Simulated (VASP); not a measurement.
Crystal: Mo.

```
Mo
1.0
     3.56363    0.00000    0.00000
    -1.78182    3.08619    0.00000
     0.00000    0.00000    5.87999
Mo
4
Direct
  0.33333 0.66667 0.43750
  0.66667 0.33333 0.93750
  0.66667 0.33333 0.56250
  0.33333 0.66667 0.06250
```

- Program: VASP 6.6.1
- Task: relaxation of cell and atoms
- Functional: PBE
- Potentials or basis: VASP PAW PBE potentials, release 64 (Mo_sv)
- Cutoff: 600 eV
- k mesh: 6 × 6 × 4
- Occupations: gaussian, width 0.1 eV
- Spin: no spin polarisation

At the start: pressure 80.6 GPa; volume 16.17 Å³/atom.

Problem. Where does the relaxation end?

Solution. Over 48 steps the energy falls by 2699.0 meV/atom and the volume is 16.56 Å³/atom (+2.4 %); space group P6_3/mmc (No. 194, to 0.05 Å).

Step by step:
```tsv
step	energy change (eV)	largest force (eV/Å)	pressure (GPa)	volume (Å³)
1	0.0000	1.6706	80.63	64.67
3	-5.0656	0.0759	-6.18	97.59
5	-5.1847	0.1365	0.06	91.66
7	-5.2668	0.4113	-1.48	92.44
9	-7.0789	2.6826	-5.10	90.64
11	-9.1853	0.4459	-9.98	85.84
13	-9.3331	0.3620	-9.75	84.31
15	-9.2729	0.4023	-7.93	79.26
17	-9.4841	0.7073	-7.42	81.25
19	-9.5135	3.1142	12.79	72.44
21	-9.6960	1.9727	2.41	75.72
23	-10.2900	1.9263	5.08	69.39
25	-10.4341	2.2854	9.32	66.92
27	-10.5991	0.2755	11.91	64.35
29	-10.7083	0.0179	6.15	65.47
31	-10.7718	0.0958	-1.16	67.49
33	-10.7744	0.1142	-0.62	67.28
35	-10.7747	0.2846	2.13	66.13
37	-10.7821	0.1680	0.23	66.75
39	-10.7851	0.1147	-1.02	66.91
41	-10.7922	0.0722	0.63	66.20
43	-10.7925	0.0528	1.07	66.04
45	-10.7944	0.0302	0.77	66.00
47	-10.7957	0.0053	-0.23	66.26
48	-10.7958	0.0030	-0.13	66.22
```

Final structure:
```
Mo
1.0
     2.89554    0.00000    0.00000
    -1.44777    2.50761    0.00000
     0.00000    0.00000    9.12072
Mo
4
Direct
  0.33333 0.66667 0.38373
  0.66667 0.33333 0.88373
  0.66667 0.33333 0.61627
  0.33333 0.66667 0.11627
```
